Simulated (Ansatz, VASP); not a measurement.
**One calculation of TiO2, two programs**

```
Ti O
1.0
    -3.79922    0.00000    0.00000
     0.00000   -3.79922    0.00000
    -1.58314    1.58314    9.69690
Ti O
4 8
Cartesian
  0.0000 -3.7992 6.0606
  -1.8996 -1.8996 1.2121
  -1.8996 0.0000 3.6363
  0.0000 -1.8996 8.4848
  0.0000 0.0000 8.0630
  -1.8996 -1.8996 3.2146
  -1.8996 0.0000 5.6388
  0.0000 -1.8996 0.7904
  -1.8996 0.0000 1.6339
  0.0000 -1.8996 6.4823
  0.0000 0.0000 4.0581
  -1.8996 -1.8996 8.9065
```

Alike in both runs: task single point; functional PBE; k mesh 7 × 7 × 3; occupations gaussian, width 0.05 eV; no spin polarisation.

|  | VASP | Ansatz |
| --- | --- | --- |
| version | VASP 6.6.1 | Ansatz 0.2.0 |
| potentials or method | VASP PAW PBE potentials, release 64 (Ti_sv, O), cutoff 520 eV | scalar-relativistic, plane waves, PAW |
| valence electrons in the cell | 96 | 96 |

|  | VASP | Ansatz | Ansatz less VASP |
| --- | --- | --- | --- |
| gap on the k mesh at the Fermi level (eV) | 0.83 | 0.85 | +0.020 |
| least direct gap on the mesh (eV) | 0.84 | 0.86 | +0.019 |
| pressure (GPa) | -2.1 | -2.7 | -0.63 |
| traceless stress, the component that is largest in VASP (GPa) | -15.28 | -15.41 | -0.129 |
| rms of the force components (eV/Å) | 0.694 | 0.706 | +0.0120 |

Atom by atom the forces differ by 0.015 eV/Å (rms over components).
